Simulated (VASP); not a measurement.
Al, 2 atoms in the cell. The structure is orthorhombic, space group Fmmm (No. 69). The conventional cell has a = 2.788 Å, b = 4.883 Å, c = 10.310 Å, α = 90.00°, β = 90.00°, γ = 90.00°. Within 3.6 Å of Al (site symmetry mm2) lie 11 Al at 2.73 to 3.44 Å. 

| Item | Value |
| --- | --- |
| Program | VASP 6.6.1 |
| Task | single point |
| Functional | PBEsol |
| Potentials or basis | VASP PAW PBE potentials, release 64 (Al) |
| Cutoff | 500 eV |
| k mesh | 22 × 22 × 22 |
| Occupations | gaussian, width 0.1 eV |
| Spin | no spin polarisation |
| Dipole correction | no |
| Further INCAR settings | ALGO = Normal; EDIFF = 1e-06; NBANDS = 10 |

Potentials or basis: VASP PAW PBE potentials, release 64 (Al).

Launch:

```sh
$ cat potpaw_PBE.64/Al/POTCAR > POTCAR
$ mpirun -np 1 vasp_std > vasp.out
```

Hardware: 1 thread of Intel Xeon 8259CL (shared host).

**Question.** How long does it take, and how much memory?

**Answer.** It took 15 min on 1 thread of Intel Xeon 8259CL, with other jobs on the host, peak memory 0.48 GiB. Counts: scf iterations 10, k points 1530.
